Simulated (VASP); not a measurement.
Crystal: Li.

```
Li
1.0
    -1.75465    1.75465    1.75465
     1.75465   -1.75465    1.75465
     1.75465    1.75465   -1.75465
Li
1
Cartesian
  0.0000 0.0000 0.0000
```

| Item | Value |
| --- | --- |
| Program | VASP 6.6.1 |
| Task | relaxation of cell and atoms |
| Functional | PBEsol |
| Potentials or basis | VASP PAW PBE potentials, release 64 (Li_sv) |
| Cutoff | 600 eV |
| k mesh | 10 × 10 × 10 |
| Occupations | fermi-dirac, width 0.05 eV |
| Spin | no spin polarisation |

At the start: pressure -0.9 GPa; volume 21.61 Å³/atom.

Problem. Where does the relaxation end?

Solution. Over 3 steps the energy falls by 4.5 meV/atom and the volume is 20.21 Å³/atom (-6.5 %); space group Im-3m (No. 229, to 0.1 Å) before and after.

The path:
| step | energy change (eV) | largest force (eV/Å) | pressure (GPa) | volume (Å³) |
| --- | --- | --- | --- | --- |
| 1 | 0.0000 | 0.0000 | -0.88 | 21.61 |
| 2 | -0.0018 | 0.0000 | -0.70 | 21.24 |
| 3 | -0.0045 | 0.0000 | -0.10 | 20.21 |

Final structure:
```yaml
crystal:
  lattice:
    - [-1.71605, 1.71605, 1.71605]
    - [1.71605, -1.71605, 1.71605]
    - [1.71605, 1.71605, -1.71605]
  atoms:
    - { symbol: Li, position: [0.00000, 0.00000, 0.00000] }
```

Caveat: the cutoff is under 1.25 times the usual one of these potentials, so pressure, stress and relaxed cells hold a basis-set (Pulay) error; the PAW data sets were made with another functional, which shifts forces and pressure a little.
